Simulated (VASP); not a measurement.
Set up this calculation in VASP 6.6.1, as the native input.

```yaml
Task: density of states
Functional: LDA
Potentials_or_basis: VASP PAW LDA potentials, release 64 (Sb, Ga_d)
Cutoff: 520 eV
k_mesh: 4 × 4 × 4
Occupations: fermi-dirac, width 0.05 eV
Spin: no spin polarisation
Dipole_correction: no
k_mesh_for_the_DOS: 6 × 6 × 6
Occupations_for_the_DOS: tetrahedron
Further_INCAR_settings: ALGO = Normal; EDIFF = 1e-06; NBANDS = 16
```

Crystal: GaSb.

```
CELL_PARAMETERS angstrom
0.00000 3.05900 3.05900
3.05900 0.00000 3.05900
3.05900 3.05900 0.00000
ATOMIC_POSITIONS crystal
Sb 0.75000 0.75000 0.75000
Ga 0.00000 0.00000 0.00000
```

The input as run:

POSCAR

```
GaSb
1.0
    0.0000000000      3.0590000000      3.0590000000
    3.0590000000      0.0000000000      3.0590000000
    3.0590000000      3.0590000000      0.0000000000
Sb Ga
1 1
Direct
    0.7500000000      0.7500000000      0.7500000000
    0.0000000000      0.0000000000      0.0000000000
```

INCAR.step1

```
ALGO     = Normal         # electronic algorithm
EDIFF    = 1E-6           # SCF threshold, eV
ENCUT    = 520            # plane-wave cutoff, eV
ISIF     = 2              # what is computed and relaxed
ISMEAR   = -1             # smearing method
LASPH    = T              # aspherical terms in the spheres
LCHARG   = T              # write CHGCAR
LREAL    = F              # projectors in reciprocal space
LWAVE    = F              # write WAVECAR
NBANDS   = 16             # bands
NELM     = 60             # most SCF steps
PREC     = Accurate       # precision mode
SIGMA    = 0.05           # smearing width, eV
```

KPOINTS.step1

```
k-points
0
Gamma
  4 4 4
```

INCAR.step2

```
ALGO     = Normal         # electronic algorithm
EDIFF    = 1E-6           # SCF threshold, eV
ENCUT    = 520            # plane-wave cutoff, eV
ICHARG   = 11             # starting density
ISIF     = 2              # what is computed and relaxed
ISMEAR   = -5             # smearing method
LASPH    = T              # aspherical terms in the spheres
LCHARG   = F              # write CHGCAR
LORBIT   = 11             # projections on sites
LREAL    = F              # projectors in reciprocal space
LWAVE    = F              # write WAVECAR
NBANDS   = 16             # bands
NEDOS    = 1001           # points of the DOS
NELM     = 60             # most SCF steps
PREC     = Accurate       # precision mode
SIGMA    = 0.05           # smearing width, eV
```

KPOINTS.step2

```
k-points
0
Gamma
  6 6 6
```

Potentials or basis: VASP PAW LDA potentials, release 64 (Sb, Ga_d).

Launch:

```sh
$ cat potpaw_LDA.64/Sb/POTCAR potpaw_LDA.64/Ga_d/POTCAR > POTCAR
$ cp INCAR.step1 INCAR
$ cp KPOINTS.step1 KPOINTS
$ mpirun -np 1 vasp_std > vasp.out
$ cp INCAR.step2 INCAR
$ cp KPOINTS.step2 KPOINTS
$ mpirun -np 1 vasp_std > vasp.out
```

Results of the run:

- Valence electrons inside the program's atomic spheres: Sb 2.50; Ga 11.65

Caveat: the k points lie up to 0.44 Å⁻¹ apart; spin-orbit coupling is left out, which moves the levels of the heavy elements.

It took 16 s on 1 thread of Intel Xeon 8259CL, on a shared host, peak memory 0.15 GiB.
